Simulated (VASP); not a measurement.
# BC5 (P6/mmm) in VASP: a series of runs

The runs below take BC5 through single point, relaxation of cell and atoms, with PBE.

Program: VASP 6.6.1. These are calculated values, not measurements. Logs are shortened: lines on timing, memory, paths and dates and some standing lists are left out, and cuts for length are marked.

### 1 The cell of the first run

Symmetry: P6/mmm, No. 191, hexagonal system. Conventional cell: a = 3.060 Å, b = 3.060 Å, c = 7.785 Å, α = 90.00°, β = 90.00°, γ = 120.00°. Within 2.3 Å of B (site symmetry 6/mmm) lie 6 C at 1.77 Å. Within 2.0 Å of C (site symmetry mmm) lie 4 C at 1.53 Å. Within 2.3 Å of C (site symmetry -6m2) lie 3 C at 1.77 Å and 3 B at 1.77 Å.

### 2 Single point, PBE

Input file INCAR:

```
SYSTEM = BC5
PREC = Accurate
ENCUT = 520
EDIFF = 1E-7
ISMEAR = 0
SIGMA = 0.1
LREAL = .FALSE.
LASPH = .TRUE.
NELM = 80
ALGO = Normal
ISIF = 2
LWAVE = .FALSE.
LCHARG = .FALSE.
GGA = PE
NBANDS = 20
```

Input file KPOINTS:

```
regular mesh
0
G
  6 6 4
  0 0 0
```

Input file POSCAR:

```
BC5
1.0
    3.0601385491      0.0000000019      0.0000000000
   -1.5300692762      2.6501577217      0.0000000000
    0.0000000000      0.0000000000      7.7851708338
B C
1 5
Direct
    0.0000000000      0.0000000000      0.0000000000
    0.5000000000      0.0000000000      0.5000000000
    0.5000000000      0.5000000000      0.5000000000
    0.0000000000      0.5000000000      0.5000000000
    0.3333333333      0.6666666667      0.0000000000
    0.6666666667      0.3333333333      0.0000000000
```

Potentials or basis: VASP PAW PBE potentials, release 64 (B, C).

Launch:

```
$ cat potpaw_PBE.64/B/POTCAR potpaw_PBE.64/C/POTCAR > POTCAR
$ mpirun -np 1 vasp_std > vasp.out
```

OUTCAR:

```text
SYSTEM = BC5
   PREC = Accurate
   ENCUT = 520
   EDIFF = 1E-7
   ISMEAR = 0
   LREAL = .FALSE.
   LASPH = .TRUE.
   NELM = 80
   ISIF = 2
   GGA = PE

 ion  position               nearest neighbor table
   1  0.000  0.000  0.000-   5 1.77   6 1.77   6 1.77   5 1.77   6 1.77   5 1.77
   2  0.500  0.000  0.500-   4 1.53   4 1.53   3 1.53   3 1.53
   3  0.500  0.500  0.500-   4 1.53   4 1.53   2 1.53   2 1.53
   4  0.000  0.500  0.500-   3 1.53   3 1.53   2 1.53   2 1.53
   5  0.333  0.667  0.000-   6 1.77   1 1.77   6 1.77   1 1.77   1 1.77   6 1.77
   6  0.667  0.333  0.000-   5 1.77   1 1.77   5 1.77   1 1.77   1 1.77   5 1.77

  LATTYP: Found a hexagonal cell.
 ALAT       =     3.0601385491
 C/A-ratio  =     2.5440582865

  Lattice vectors:

 A1 = (   3.0601385491,   0.0000000019,   0.0000000000)
 A2 = (  -1.5300692762,   2.6501577217,   0.0000000000)
 A3 = (   0.0000000000,   0.0000000000,   7.7851708338)

Analysis of symmetry for initial positions (statically):
=====================================================================
 Subroutine PRICEL returns:
 Original cell was already a primitive cell.

 Routine SETGRP: Setting up the symmetry group for a
 hexagonal supercell.

 Subroutine GETGRP returns: Found 24 space group operations
 (whereof 24 operations were pure point group operations)
 out of a pool of 24 trial point group operations.

The static configuration has the point symmetry D_6h.

Analysis of symmetry for dynamics (positions and initial velocities):
=====================================================================
 Subroutine PRICEL returns:
 Original cell was already a primitive cell.

 Routine SETGRP: Setting up the symmetry group for a
 hexagonal supercell.

 Subroutine GETGRP returns: Found 24 space group operations
 (whereof 24 operations were pure point group operations)
 out of a pool of 24 trial point group operations.

The dynamic configuration has the point symmetry D_6h.

 Subroutine INISYM returns: Found 24 space group operations
 (whereof 24 operations are pure point group operations),
 and found     1 'primitive' translations

----------------------------------------------------------------------------------------

                                     Primitive cell

  volume of cell :      63.1366

  direct lattice vectors                    reciprocal lattice vectors
     3.060138549  0.000000002  0.000000000     0.326782590  0.188668016  0.000000000
    -1.530069276  2.650157722  0.000000000    -0.000000000  0.377336032  0.000000000
     0.000000000  0.000000000  7.785170834     0.000000000  0.000000000  0.128449333

  length of vectors
     3.060138549  3.060138549  7.785170834     0.377336032  0.377336032  0.128449333

  position of ions in fractional coordinates (direct lattice)
     0.000000000  0.000000000  0.000000000
     0.500000000  0.000000000  0.500000000
     0.500000000  0.500000000  0.500000000
     0.000000000  0.500000000  0.500000000
     0.333333333  0.666666667  0.000000000
     0.666666667  0.333333333  0.000000000

  ion indices of the primitive-cell ions
   primitive index   ion index
                 1           1
                 2           2
                 3           3
                 4           4
                 5           5
                 6           6

----------------------------------------------------------------------------------------

 KPOINTS: regular mesh

Automatic generation of k-mesh.
 Grid dimensions read from file:
 generate k-points for:    6    6    4

 Generating k-lattice:

  Cartesian coordinates                     Fractional coordinates (reciprocal lattice)
     0.054463765  0.031444669  0.000000000     0.166666667  0.000000000  0.000000000
    -0.000000000  0.062889339  0.000000000     0.000000000  0.166666667  0.000000000
     0.000000000  0.000000000  0.032112333     0.000000000  0.000000000  0.250000000

  Length of vectors
     0.062889339  0.062889339  0.032112333

  Shift w.r.t. Gamma in fractional coordinates (k-lattice)
     0.000000000  0.000000000  0.000000000

 Subroutine IBZKPT returns following result:
 ===========================================

 Found     21 irreducible k-points:

 Following reciprocal coordinates:
            Coordinates               Weight
  0.000000  0.000000  0.000000      1.000000
  0.166667  0.000000  0.000000      6.000000
  0.333333  0.000000  0.000000      6.000000
  0.500000  0.000000  0.000000      3.000000
  0.166667  0.166667  0.000000      6.000000
  0.333333  0.166667  0.000000     12.000000
[... 13 lines left out ...]
  0.333333  0.166667  0.500000     12.000000
  0.333333  0.333333  0.500000      2.000000
   k-points           NKPTS =     21   k-points in BZ     NKDIM =     21   number of bands    NBANDS=     20
   number of dos      NEDOS =    301   number of ions     NIONS =      6
   total plane-waves  NPLWV =  34560
   dimension x,y,z NGX =    24 NGY =   24 NGZ =   60
   dimension x,y,z NGXF=    48 NGYF=   48 NGZF=  120
   ions per type =               1   5
   NGX,Y,Z   is equivalent  to a cutoff of  13.04, 13.04, 12.81 a.u.
   NGXF,Y,Z  is equivalent  to a cutoff of  26.08, 26.08, 25.63 a.u.
 SYSTEM =  BC5
   PREC   = accura    normal or accurate (medium, high low for compatibility)
   ISTART =      0    job   : 0-new  1-cont  2-samecut
   ICHARG =      2    charge: 1-file 2-atom 10-const
   ISPIN  =      1    spin polarized calculation?
   LNONCOLLINEAR =      F non collinear calculations
   LSORBIT =      F    spin-orbit coupling
   LASPH  =      T    aspherical Exc in radial PAW
   ENCUT  =  520.0 eV  38.22 Ry    6.18 a.u.   5.69  5.69 14.48*2*pi/ulx,y,z
   NELM   =     80;   NELMIN=  2; NELMDL= -5     # of ELM steps
   EDIFF  = 0.1E-06   stopping-criterion for ELM
   LREAL  =      F    real-space projection
   EDIFFG = 0.1E-05   stopping-criterion for IOM
   NSW    =      0    number of steps for IOM
   IBRION =     -1    ionic relax: 0-MD 1-quasi-New 2-CG
   NFREE  =      0    steps in history (QN), initial steepest desc. (CG)
   ISIF   =      2    stress and relaxation
   ISYM   =      2    0-nonsym 1-usesym 2-fastsym
   POTIM  = 0.5000    time-step for ionic-motion
   TEBEG  =    0.0;   TEEND  =   0.0 temperature during run
   PSTRESS=    0.0 pullay stress
   NELECT =      23.0000    total number of electrons
   NUPDOWN=      -1.0000    fix difference up-down
   EMIN   =  10.00;   EMAX   =-10.00  energy-range for DOS
   EFERMI =   0.00;   METHOD = LEGACY
   ISMEAR =     0;   SIGMA  =   0.10  broadening in eV -4-tet -1-fermi 0-gaus
   EFERMI_NEDOS =   21; number of points for ismear=-14 and -15
   IALGO  =     38    algorithm
   IMIX   =      4    mixing-type and parameters
     AMIX     =   0.40;   BMIX     =  1.00
     AMIX_MAG =   1.60;   BMIX_MAG =  1.00
  volume/ion in A,a.u.               =      10.52        71.01
  Fermi-wavevector in a.u.,A,eV,Ry     =   1.169204  2.209476 18.599695  1.367039
  Thomas-Fermi vector in A             =   2.305680
   LORBIT       =      0    0 simple, 1 ext, 2 COOP (PROOUT), +10 PAW based schemes
   GGA     = PE    functional components
   LHFCALC =     F    Hartree Fock is set to
   AEXX    =    0.0000 exact exchange contribution
   IVDW    =     0    specifies the selected vdW correction
   LEPSILON=     F    determine dielectric tensor
   LRPA    =     F    only Hartree local field effects (RPA)
 non-spin polarized calculation
 Gauss-broadening in eV      SIGMA  =   0.10
  energy-cutoff  :      520.00
  volume of cell :       63.14
 maximum number of plane-waves:      1710
 NGX is ok and might be reduce to    24
   NGX = 11   NGY = 11   NGZ = 29

 number of electron      22.9999995 magnetization

 Free energy of the ion-electron system (eV)
  ---------------------------------------------------
  ext. energy  EPLUGINS =         0.00000000
  ---------------------------------------------------
  free energy    TOTEN  =       -36.46374421 eV

  energy without entropy =      -36.44021486  energy(sigma->0) =      -36.45197954

 E-fermi :   3.7692     XC(G=0):  -9.4270

 val. band max:        3.7379038180   @ k =   0.1667   0.0000   0.0000
 cond. band min:       3.8037793000   @ k =   0.1667   0.1667   0.0000
 fundamental gap:      0.0658754820
 Fermi energy:         3.7692228363

 k-point     1 :       0.0000    0.0000    0.0000
  band No.  band energies     occupation
      1     -17.6045      2.00000
      2     -14.4827      2.00000
      3      -9.9031      2.00000
      4      -5.1405      2.00000
      5      -2.9066      2.00000
      6      -2.7221      2.00000
[... 12 lines left out ...]
     19       9.9213      0.00000
     20      10.6174      0.00000

 k-point     2 :       0.1667    0.0000    0.0000
  band No.  band energies     occupation
      1     -17.2255      2.00000
      2     -14.0563      2.00000
      3     -10.4800      2.00000
      4      -4.6452      2.00000
      5      -4.0328      2.00000
      6      -3.9646      2.00000
[... 12 lines left out ...]
     19       9.9197      0.00000
     20      10.9765      0.00000

 k-point     3 :       0.3333    0.0000    0.0000
  band No.  band energies     occupation
      1     -16.1506      2.00000
      2     -12.8035      2.00000
      3     -12.0308      2.00000
      4      -7.5079      2.00000
      5      -5.5623      2.00000
      6      -4.4163      2.00000
[... 12 lines left out ...]
     19       9.5037      0.00000
     20      13.2887      0.00000

 k-point     4 :       0.5000    0.0000    0.0000
  band No.  band energies     occupation
      1     -15.0314      2.00000
      2     -13.4205      2.00000
      3     -11.2933      2.00000
      4      -9.8109      2.00000
      5      -6.0816      2.00000
      6      -4.9537      2.00000
[... 12 lines left out ...]
     19      11.8057      0.00000
     20      13.1431      0.00000

 k-point     5 :       0.1667    0.1667    0.0000
  band No.  band energies     occupation
      1     -16.4939      2.00000
      2     -13.2139      2.00000
      3     -11.4748      2.00000
      4      -6.0944      2.00000
      5      -6.0317      2.00000
      6      -5.0350      2.00000
[... 12 lines left out ...]
     19       9.5040      0.00000
     20      12.8412      0.00000

 k-point     6 :       0.3333    0.1667    0.0000
  band No.  band energies     occupation
      1     -15.2074      2.00000
      2     -12.9885      2.00000
      3     -11.6185      2.00000
      4      -8.8339      2.00000
      5      -7.5351      2.00000
      6      -6.2447      2.00000
[... 12 lines left out ...]
     19      12.7887      0.00000
     20      13.1063      0.00000

 k-point     7 :       0.3333    0.3333    0.0000
  band No.  band energies     occupation
      1     -14.0110      2.00000
      2     -14.0110      2.00000
      3      -9.9800      2.00000
      4      -9.9800      2.00000
      5      -8.6785      2.00000
      6      -7.7330      2.00000
[... 12 lines left out ...]
     19      13.1680      0.00000
     20      13.1680      0.00000
[... 208 lines left out ...]
 k-point    17 :       0.3333    0.0000    0.5000
  band No.  band energies     occupation
      1     -16.1503      2.00000
      2     -12.8044      2.00000
      3     -12.0308      2.00000
      4      -7.5081      2.00000
      5      -5.5628      2.00000
      6      -4.4159      2.00000
[... 12 lines left out ...]
     19      10.4246      0.00000
     20      10.7831      0.00000

 k-point    18 :       0.5000    0.0000    0.5000
  band No.  band energies     occupation
      1     -15.0313      2.00000
      2     -13.4205      2.00000
      3     -11.2939      2.00000
      4      -9.8115      2.00000
      5      -6.0820      2.00000
      6      -4.9535      2.00000
[... 12 lines left out ...]
     19      11.8053      0.00000
     20      12.9377      0.00000

 k-point    19 :       0.1667    0.1667    0.5000
  band No.  band energies     occupation
      1     -16.4937      2.00000
      2     -13.2149      2.00000
      3     -11.4748      2.00000
      4      -6.0946      2.00000
      5      -6.0314      2.00000
      6      -5.0359      2.00000
[... 12 lines left out ...]
     19       9.9091      0.00000
     20      10.2602      0.00000

 k-point    20 :       0.3333    0.1667    0.5000
  band No.  band energies     occupation
      1     -15.2074      2.00000
      2     -12.9884      2.00000
      3     -11.6192      2.00000
      4      -8.8342      2.00000
      5      -7.5350      2.00000
      6      -6.2454      2.00000
[... 12 lines left out ...]
     19      12.1690      0.00000
     20      13.0132      0.00000

 k-point    21 :       0.3333    0.3333    0.5000
  band No.  band energies     occupation
      1     -14.0108      2.00000
      2     -14.0108      2.00000
      3      -9.9805      2.00000
      4      -9.9805      2.00000
      5      -8.6774      2.00000
      6      -7.7348      2.00000
[... 12 lines left out ...]
     19      13.9723      0.00000
     20      13.9723      0.00000

------------------------ aborting loop because EDIFF is reached ----------------------------------------

  FORCE on cell =-STRESS in cart. coord.  units (eV):
  Direction    XX          YY          ZZ          XY          YZ          ZX
  --------------------------------------------------------------------------------------
  -------------------------------------------------------------------------------------
  Total        0.0061813      0.0061813      0.0660827     -0.0000000     -0.0000000      0.0000000
  in kB        0.1568579      0.1568579      1.6769403     -0.0000000     -0.0000000      0.0000000
  external PRESSURE =       0.6635520 kB  Pullay stress =       0.0000000 kB

 VOLUME and BASIS-vectors are now :
 -----------------------------------------------------------------------------
  energy-cutoff  :      520.00
  volume of cell :       63.14
      direct lattice vectors                 reciprocal lattice vectors
     3.060138549  0.000000002  0.000000000     0.326782590  0.188668016  0.000000000
    -1.530069276  2.650157722  0.000000000    -0.000000000  0.377336032  0.000000000
     0.000000000  0.000000000  7.785170834     0.000000000  0.000000000  0.128449333

 POSITION                                       TOTAL-FORCE (eV/Angst)
 -----------------------------------------------------------------------------------
      0.00000      0.00000      0.00000        -0.000000      0.000000     -0.000000
      1.53007      0.00000      3.89259        -0.000000      0.000000     -0.000000
      0.76503      1.32508      3.89259        -0.000000      0.000000     -0.000000
     -0.76503      1.32508      3.89259        -0.000000      0.000000     -0.000000
     -0.00000      1.76677      0.00000         0.000000     -0.000000     -0.000000
      1.53007      0.88339      0.00000        -0.000000      0.000000      0.000000
 -----------------------------------------------------------------------------------
    total drift:                                0.000000     -0.000000      0.000000

  FREE ENERGIE OF THE ION-ELECTRON SYSTEM (eV)
  ---------------------------------------------------
  free  energy   TOTEN  =       -36.4637442092 eV

  energy  without entropy=      -36.4402148614  energy(sigma->0) =      -36.45197954
```

Wall time 46 s (1 thread of AMD EPYC 7R43 (Zen 3), shared host); peak memory 0.13 GiB.

What came out:

- Free energy: -36.4637 eV
- Pressure: 0.1 GPa

Caveat: the k points lie up to 0.40 Å⁻¹ apart; this functional lacks dispersion, which binds the layers, so the pressure and a relaxed spacing across them are unreliable.

### 3 Single point, PBE

This run uses another cell than the first one, of 12.47 Å³/atom, 1.185 times its volume.

Input file INCAR:

```
SYSTEM = BC5
PREC = Accurate
ENCUT = 520
EDIFF = 1E-6
ISMEAR = 0
SIGMA = 0.1
LREAL = .False.
LASPH = .True.
NELM = 60
ALGO = Normal
ISIF = 2
LWAVE = .False.
LCHARG = .False.
GGA = PE
NBANDS = 20
```

Input file KPOINTS:

```
Automatic mesh
0
Gamma
  6 6 4
  0 0 0
```

Input file POSCAR:

```
BC5
1.0
    4.6938878300      0.0000000000      0.0000000000
   -2.3469439200      4.0650261000      0.0000000000
    0.0000000000      0.0000000000      3.9222412600
B C
1 5
Direct
    0.0000000000      0.0000000000      0.0000000000
    0.5000000000      0.0000000000      0.5000000000
    0.5000000000      0.5000000000      0.5000000000
    0.0000000000      0.5000000000      0.5000000000
    0.3333333300      0.6666666700      0.0000000000
    0.6666666700      0.3333333300      0.0000000000
```

Potentials or basis: VASP PAW PBE potentials, release 64 (B, C).

Launch:

```
$ cat potpaw_PBE.64/B/POTCAR potpaw_PBE.64/C/POTCAR > POTCAR
$ mpirun -np 1 vasp_std > vasp.out
```

Wall time 44 s (1 thread of AMD EPYC 7R43 (Zen 3), shared host); peak memory 0.14 GiB.

The run converged. Its results:

| Property | Result |
| --- | --- |
| Free energy | -24.3486 eV |
| Pressure | -25.7 GPa |

Stress tensor (GPa, compression positive):
```
-26.68   0.00   0.00
  0.00 -26.68   0.00
  0.00   0.00 -23.80
```

Levels at points of the mesh, in eV from the Fermi level:
```csv
k point,band 10,band 11,band 12,band 13,band 14,band 15
"(0.00, 0.00, 0.00)",-2.43,-0.16,-0.16,0.12,0.82,0.82
"(0.50, 0.00, 0.00)",-1.45,-0.75,-0.15,0.13,0.61,0.70
"(0.00, 0.00, 0.50)",-2.18,-2.18,-0.97,-0.97,1.04,1.64
"(0.50, 0.00, 0.50)",-0.21,-0.13,0.17,0.73,0.88,1.67
```

Caveat: the k points lie up to 0.40 Å⁻¹ apart.

(Part 1 of 2 ends here.)
